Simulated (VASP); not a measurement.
# GeSbTe3 (Pmmm) in VASP: relaxation of cell and atoms with PBE

Aim: the relaxation of cell and atoms of GeSbTe3 with PBE.

Everything below comes from runs of VASP 6.6.1. Logs are shortened: lines on timing, memory, paths and dates and some standing lists are left out, and cuts for length are marked.

### 1 The cell of the first run

It takes space group Pmmm (No. 47, orthorhombic). The conventional cell has a = 4.056 Å, b = 4.313 Å, c = 8.858 Å, α = 90.00°, β = 90.00°, γ = 90.00°. Within 3.9 Å of Ge (site symmetry mmm) lie 4 Sb at 2.96 Å. Within 3.9 Å of Sb (site symmetry mmm) lie 2 Te at 2.94 Å and 4 Ge at 2.96 Å. Te (site symmetry mm2) has 1 Sb at 2.94 Å and 5 Te at 2.98 to 3.31 Å within 3.9 Å. Te (site symmetry mmm) has 12 Te at 3.31 to 4.31 Å within 4.4 Å.

### 2 Relaxation of cell and atoms, PBE

The input, INCAR:

```
SYSTEM = GeSbTe3
PREC     = Accurate       ! precision mode
ENCUT    = 600            ! plane-wave cutoff, eV
EDIFF    = 1E-6           ! SCF threshold, eV
ISMEAR   = 0              ! smearing method
SIGMA    = 0.1            ! smearing width, eV
LREAL    = .FALSE.        ! projectors in reciprocal space
LASPH    = .TRUE.         ! aspherical terms in the spheres
NELM     = 100            ! most SCF steps
ALGO     = Normal         ! electronic algorithm
ISIF     = 3              ! what is computed and relaxed
LWAVE    = .FALSE.        ! write WAVECAR
LCHARG   = .FALSE.        ! write CHGCAR
GGA      = PE             ! functional
IBRION   = 2              ! ionic algorithm
NSW      = 100            ! ionic steps
EDIFFG   = -0.01          ! ionic threshold
```

The input, KPOINTS:

```
regular mesh
0
G
  10 10 4
  0 0 0
```

The input, POSCAR:

```
GeSbTe3
1.0
    4.0557199422      0.0000000000      0.0000000000
    0.0000000000      4.3129456043      0.0000000000
    0.0000000000      0.0000000000      8.8575122237
Ge Sb Te
1 1 3
Direct
    0.0000000000      0.5000000000      0.0000000000
    0.5000000000      0.0000000000      0.0000000000
    0.5000000000      0.0000000000      0.3319398003
    0.5000000000      0.0000000000      0.6680601997
    0.0000000000      0.5000000000      0.5000000000
```

Potentials or basis: VASP PAW PBE potentials, release 64 (Ge_d, Sb, Te).

On the command line:

```console
$ cat potpaw_PBE.64/Ge_d/POTCAR potpaw_PBE.64/Sb/POTCAR potpaw_PBE.64/Te/POTCAR > POTCAR
$ mpirun -np 1 vasp_std > vasp.out
```

OUTCAR:

```text
SYSTEM = GeSbTe3
   PREC = Accurate
   ENCUT = 600
   EDIFF = 1E-6
   ISMEAR = 0
   LREAL = .FALSE.
   LASPH = .TRUE.
   NELM = 100
   ISIF = 3
   GGA = PE
   IBRION = 2
   NSW = 100
   EDIFFG = -0.01

 ion  position               nearest neighbor table
   1  0.000  0.500  0.000-   2 2.96   2 2.96   2 2.96   2 2.96
   2  0.500  0.000  0.000-   3 2.94   4 2.94   1 2.96   1 2.96   1 2.96   1 2.96
   3  0.500  0.000  0.332-   2 2.94   4 2.98   5 3.31   5 3.31   5 3.31   5 3.31
   4  0.500  0.000  0.668-   2 2.94   3 2.98   5 3.31   5 3.31   5 3.31   5 3.31
   5  0.000  0.500  0.500-   3 3.31   4 3.31   3 3.31   4 3.31   3 3.31   4 3.31   3 3.31   4 3.31

  LATTYP: Found a simple orthorhombic cell.
 ALAT       =     4.0557199422
 B/A-ratio  =     1.0634229350
 C/A-ratio  =     2.1839555862

  Lattice vectors:

 A1 = (   4.0557199422,   0.0000000000,   0.0000000000)
 A2 = (   0.0000000000,   4.3129456043,   0.0000000000)
 A3 = (   0.0000000000,   0.0000000000,   8.8575122237)

Analysis of symmetry for initial positions (statically):
=====================================================================
 Subroutine PRICEL returns:
 Original cell was already a primitive cell.

 Routine SETGRP: Setting up the symmetry group for a
 simple orthorhombic supercell.

 Subroutine GETGRP returns: Found  8 space group operations
 (whereof  8 operations were pure point group operations)
 out of a pool of  8 trial point group operations.

The static configuration has the point symmetry D_2h.

Analysis of symmetry for dynamics (positions and initial velocities):
=====================================================================
 Subroutine PRICEL returns:
 Original cell was already a primitive cell.

 Routine SETGRP: Setting up the symmetry group for a
 simple orthorhombic supercell.

 Subroutine GETGRP returns: Found  8 space group operations
 (whereof  8 operations were pure point group operations)
 out of a pool of  8 trial point group operations.

The dynamic configuration has the point symmetry D_2h.

 Subroutine INISYM returns: Found  8 space group operations
 (whereof  8 operations are pure point group operations),
 and found     1 'primitive' translations

----------------------------------------------------------------------------------------

                                     Primitive cell

  volume of cell :     154.9365

  direct lattice vectors                    reciprocal lattice vectors
[... 105 lines left out ...]
   NUPDOWN=      -1.0000    fix difference up-down
   EMIN   =  10.00;   EMAX   =-10.00  energy-range for DOS
[... 5 lines left out ...]
     AMIX     =   0.40;   BMIX     =  1.00
     AMIX_MAG =   1.60;   BMIX_MAG =  1.00
  volume/ion in A,a.u.               =      30.99       209.11
  Fermi-wavevector in a.u.,A,eV,Ry     =   1.015681  1.919360 14.035889  1.031609
  Thomas-Fermi vector in A             =   2.148981
   LORBIT       =      0    0 simple, 1 ext, 2 COOP (PROOUT), +10 PAW based schemes
   GGA     = PE    functional components
   LHFCALC =     F    Hartree Fock is set to
   AEXX    =    0.0000 exact exchange contribution
   IVDW    =     0    specifies the selected vdW correction
   LEPSILON=     F    determine dielectric tensor
   LRPA    =     F    only Hartree local field effects (RPA)
 conjugate gradient relaxation of ions
 non-spin polarized calculation
 Gauss-broadening in eV      SIGMA  =   0.10
  energy-cutoff  :      600.00
  volume of cell :      154.94
 maximum number of plane-waves:      5212
   NGX = 17   NGY = 17   NGZ = 35

--------------------------------------- Ionic step        1  -------------------------------------------

 number of electron      36.9999998 magnetization

 Free energy of the ion-electron system (eV)
  ---------------------------------------------------
  ext. energy  EPLUGINS =         0.00000000
  ---------------------------------------------------
  free energy    TOTEN  =       -16.17754974 eV

  energy without entropy =      -16.15941167  energy(sigma->0) =      -16.16848070

------------------------ aborting loop because EDIFF is reached ----------------------------------------

  FORCE on cell =-STRESS in cart. coord.  units (eV):
  Direction    XX          YY          ZZ          XY          YZ          ZX
  --------------------------------------------------------------------------------------
  -------------------------------------------------------------------------------------
  Total       -0.2482832     -1.6562633      3.1624916      0.0000000      0.0000000      0.0000000
  in kB       -2.5674628    -17.1271956     32.7028997      0.0000000      0.0000000      0.0000000
  external PRESSURE =       4.3360804 kB  Pullay stress =       0.0000000 kB
[... 98 lines left out ...]
  FREE ENERGIE OF THE ION-ELECTRON SYSTEM (eV)
  ---------------------------------------------------
  free  energy   TOTEN  =       -16.2509000864 eV

  energy  without entropy=      -16.2342183207  energy(sigma->0) =      -16.24255920

[... ionic steps 4 to 12 ...]

--------------------------------------- Ionic step       13  -------------------------------------------

 number of electron      37.0000005 magnetization

------------------------ aborting loop because EDIFF is reached ----------------------------------------
[... 73 lines left out ...]
--------------------------------------- Ionic step       15  -------------------------------------------

 number of electron      37.0000005 magnetization

 Free energy of the ion-electron system (eV)
  ---------------------------------------------------
  ext. energy  EPLUGINS =         0.00000000
  ---------------------------------------------------
  free energy    TOTEN  =       -16.27612575 eV

  energy without entropy =      -16.26088454  energy(sigma->0) =      -16.26850514

 E-fermi :   5.9971     XC(G=0):  -9.3949

 val. band max:        5.9926616140   @ k =   0.1000   0.4000   0.2500
 cond. band min:       6.0028098422   @ k =   0.0000   0.4000   0.0000
 fundamental gap:      0.0101482282
 Fermi energy:         5.9971013422

 k-point     1 :       0.0000    0.0000    0.0000
  band No.  band energies     occupation
      1     -18.8647      2.00000
      2     -18.8390      2.00000
      3     -18.8389      2.00000
      4     -18.7950      2.00000
      5     -18.7871      2.00000
      6      -7.4009      2.00000
[... 589 lines left out ...]
     21       6.7081      0.00000
     22       7.5507      0.00000

 [... further k-points ...]
[... 5 lines left out ...]
  --------------------------------------------------------------------------------------
  -------------------------------------------------------------------------------------
  Total        0.0012389     -0.0102580     -0.0255925     -0.0000000      0.0000000      0.0000000
  in kB        0.0128737     -0.1065970     -0.2659451     -0.0000000      0.0000000      0.0000000
  external PRESSURE =      -0.1198894 kB  Pullay stress =       0.0000000 kB
[... 20 lines left out ...]
  FREE ENERGIE OF THE ION-ELECTRON SYSTEM (eV)
  ---------------------------------------------------
  free  energy   TOTEN  =       -16.2761257462 eV

  energy  without entropy=      -16.2608845423  energy(sigma->0) =      -16.26850514

 reached required accuracy - stopping structural energy minimisation
```

Run time: 21 min. Hardware: 1 thread of Intel Xeon 6975P-C (Granite Rapids), shared host; peak memory 0.67 GiB.

Results:

```
Free energy                            : -16.2761 eV
Relaxed volume                         : 30.84 Å³/atom
Relaxed cell                           : a = 4.112 Å, b = 4.114 Å, c = 9.114 Å, α = 90.00°, β = 90.00°, γ = 90.00°
Space group after relaxing (to 0.05 Å) : P4/mmm (No. 123)
Energy gained by relaxing              : 19.7 meV/atom
Ionic steps                            : 15
Pressure after relaxing                : 0.0 GPa
Largest force after relaxing           : 0.010 eV/Å
```

Forces in eV/Å, atoms in the order of the input:
```
Ge   0.000  0.000  0.000
Sb   0.000  0.000  0.000
Te   0.000  0.000  0.010
Te   0.000  0.000 -0.010
Te   0.000  0.000  0.000
```

The path:
```tsv
step	energy change (eV)	largest force (eV/Å)	pressure (GPa)	volume (Å³)
1	0.0000	0.3487	0.43	154.94
2	-0.0720	0.1346	-0.56	156.74
3	-0.0734	0.1117	-0.69	157.01
4	-0.0893	0.0936	0.00	154.21
5	-0.0905	0.0843	0.38	152.92
6	-0.0973	0.0141	0.22	153.46
7	-0.0982	0.0209	0.14	153.73
8	-0.0985	0.0148	-0.06	154.44
9	-0.0985	0.0162	0.02	154.30
10	-0.0985	0.0153	-0.07	154.38
11	-0.0985	0.0157	-0.02	154.34
12	-0.0985	0.0157	-0.02	154.35
13	-0.0985	0.0154	-0.05	154.37
14	-0.0986	0.0072	0.08	154.09
15	-0.0986	0.0099	-0.01	154.18
```

Final structure:
```yaml
crystal:
  lattice:
    - [4.11226, 0.00000, 0.00000]
    - [0.00000, 4.11355, 0.00000]
    - [0.00000, 0.00000, 9.11449]
  atoms:
    - { symbol: Ge, position: [0.00000, 0.50000, 0.00000] }
    - { symbol: Sb, position: [0.50000, 0.00000, 0.00000] }
    - { symbol: Te, position: [0.50000, 0.00000, 0.32721] }
    - { symbol: Te, position: [0.50000, 0.00000, 0.67279] }
    - { symbol: Te, position: [0.00000, 0.50000, 0.50000] }
```

Caveat: spin-orbit coupling is left out, which moves the levels of the heavy elements.
